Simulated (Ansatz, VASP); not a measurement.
# One calculation of AlNi3, two programs

```xyz
4
Lattice="0.0000 2.8019 2.8019 2.8019 0.0000 2.8019 2.8019 2.8019 0.0000" Properties=species:S:1:pos:R:3 pbc="T T T"
Al    2.8019    2.8019    2.8019
Ni    1.4009    1.4009    1.4009
Ni    0.0000    0.0000    0.0000
Ni    4.2028    4.2028    4.2028
```

Alike in both runs: functional r2SCAN; k mesh 14 × 14 × 14; occupations gaussian, width 0.1 eV; no spin polarisation.

Ansatz relaxed the structure, and its values are those at the end. VASP's run is a single point on that final structure, the one shown.

```csv
,VASP,Ansatz
version,VASP 6.6.1,Ansatz 0.2.0
potentials or method,"VASP PAW PBE potentials, release 64 (Al, Ni), cutoff 520 eV","scalar-relativistic, plane waves, PAW"
valence electrons in the cell,33,57
```

```tsv
	VASP	Ansatz	Ansatz less VASP
gap on the k mesh at the Fermi level (eV)	none	none	-
pressure (GPa)	0.1	0.0	-0.12
```

VASP's potentials were made for PBE, not for r2SCAN. A gap of «none» marks a metal or a gap that the smearing closes. VASP's potentials hold 33 valence electrons a cell and Ansatz's 57, so a difference there can come from the potentials and not from the codes.
